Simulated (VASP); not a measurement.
A run of VASP 6.6.1:

Contents of INCAR:

```
SYSTEM = Sr3SiTe
PREC = Accurate
ENCUT = 600
EDIFF = 1E-6
ISMEAR = 0
SIGMA = 0.1
LREAL = .FALSE.
LASPH = .TRUE.
NELM = 80
ALGO = Fast
ISIF = 3
LWAVE = .FALSE.
LCHARG = .FALSE.
GGA = PE
IBRION = 2
NSW = 100
EDIFFG = -0.01
```

File KPOINTS:

```
regular mesh
0
G
  6 6 6
  0 0 0
```

The input POSCAR:

```
Sr3SiTe
1.0
    5.9451276704      0.0000000000      0.0000000000
    0.0000000000      5.9451276704      0.0000000000
    0.0000000000      0.0000000000      6.1476410978
Sr Si Te
3 1 1
Direct
    0.5000000000      0.0000000000      0.9381383279
    0.0000000000      0.5000000000      0.9381383279
    0.0000000000      0.0000000000      0.4884771312
    0.0000000000      0.0000000000      0.0055148427
    0.5000000000      0.5000000000      0.6297313703
```

Potentials or basis: VASP PAW PBE potentials, release 64 (Sr_sv, Si, Te).

The run is started by

```bash
$ cat potpaw_PBE.64/Sr_sv/POTCAR potpaw_PBE.64/Si/POTCAR potpaw_PBE.64/Te/POTCAR > POTCAR
$ mpirun -np 1 vasp_std > vasp.out
```

Hardware: 1 thread of Intel(R) Xeon(R) Platinum 8488C (Sapphire Rapids), with other jobs on the host.

How long does it take, and how much memory?

Wall time 15 min on 1 thread of Intel(R) Xeon(R) Platinum 8488C (Sapphire Rapids) (shared host), peak memory 0.54 GiB. Counts: scf iterations 75, k points 40, ion steps 9.
